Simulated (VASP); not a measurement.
Crystal: Sc2Ga4S.

```
CELL_PARAMETERS angstrom
4.00000 0.00000 0.00000
-2.00000 3.46410 0.00000
0.00000 0.00000 9.25000
ATOMIC_POSITIONS crystal
Sc 0.33333 0.66667 0.14000
Sc 0.66667 0.33333 0.86000
Ga 0.00000 0.00000 0.67000
Ga 0.33333 0.66667 0.58000
Ga 0.00000 0.00000 0.33000
Ga 0.66667 0.33333 0.42000
S 0.00000 0.00000 0.00000
```

```yaml
Program: VASP 6.6.1
Task: relaxation of cell and atoms
Functional: PBE
Potentials_or_basis: VASP PAW PBE potentials, release 64 (Sc_sv, Ga_d, S)
Cutoff: 600 eV
k_mesh: 5 × 5 × 2
Occupations: gaussian, width 0.2 eV
Spin: no spin polarisation
```

At the start: pressure 4.2 GPa; volume 18.31 Å³/atom.

How do energy, volume and symmetry change on relaxing?

Over 36 steps the energy falls by 141.2 meV/atom and the volume is 19.95 Å³/atom (+8.9 %); space group P-3m1 (No. 164, to 0.1 Å) before and after.

The path:
```tsv
step	energy change (eV)	largest force (eV/Å)	pressure (GPa)	volume (Å³)
1	0.0000	0.5058	4.21	128.17
2	-0.1147	0.4430	-1.10	137.30
3	-0.1173	0.4513	-0.59	136.03
4	-0.1172	0.4619	-0.38	135.85
5	-0.1422	0.4284	-0.31	135.63
6	-0.2039	0.3245	-0.11	134.98
7	-0.2488	0.2310	0.86	133.68
8	-0.2634	0.2565	-0.92	137.19
9	-0.2639	0.2540	-0.72	136.65
10	-0.2870	0.2553	-0.74	136.50
11	-0.3471	0.3451	-0.48	136.04
12	-0.4685	0.6159	0.09	134.88
13	1.0973	5.9206	6.74	131.69
14	-0.4211	0.5873	-0.18	134.76
15	-0.4496	0.2937	0.53	133.94
16	-0.4526	0.4578	0.35	134.19
17	-0.4531	0.3928	0.36	134.08
18	-0.4579	0.3655	0.39	134.07
19	-0.4694	0.2730	0.54	134.03
20	-0.4743	0.1874	0.75	133.96
21	-0.4757	0.2209	0.74	133.99
22	-0.4894	0.2111	0.75	134.06
23	-0.5297	0.1878	0.64	134.26
24	-0.6066	0.2012	0.61	134.67
25	-0.7409	0.2753	0.66	135.44
26	-0.9087	0.3135	0.63	136.81
27	-0.8893	0.4863	1.39	138.90
28	-0.9445	0.2777	1.01	137.98
29	-0.9456	0.2613	1.07	137.86
30	-0.9579	0.2214	0.26	139.51
31	-0.9605	0.1842	-0.60	141.09
32	-0.9686	0.1573	-0.58	140.94
33	-0.9795	0.1109	-0.41	140.66
34	-0.9851	0.1444	-0.04	140.07
35	-0.9858	0.1143	-0.16	140.22
36	-0.9884	0.0705	0.16	139.64
```

Final structure:
```cif
data_structure
_symmetry_space_group_name_H-M 'P 1'
_symmetry_Int_Tables_number 1
_cell_length_a 4.0956
_cell_length_b 4.0956
_cell_length_c 9.6129
_cell_angle_alpha 90.000
_cell_angle_beta 90.000
_cell_angle_gamma 120.000
_cell_volume 139.64
loop_
_atom_site_label
_atom_site_type_symbol
_atom_site_fract_x
_atom_site_fract_y
_atom_site_fract_z
_atom_site_occupancy
Sc1 Sc 0.33333 0.66667 0.13849 1
Sc2 Sc 0.66667 0.33333 0.86151 1
Ga1 Ga 0.00000 0.00000 0.63144 1
Ga2 Ga 0.33333 0.66667 0.70083 1
Ga3 Ga 0.00000 0.00000 0.36856 1
Ga4 Ga 0.66667 0.33333 0.29917 1
S1 S 0.00000 0.00000 0.00000 1
```

Caveat: the k points lie up to 0.35 Å⁻¹ apart in the final cell, too coarse for converged energies and pressures of a metal; the relaxation stopped at a loose force limit of 0.08 eV/Å, so its end isn't a converged minimum.
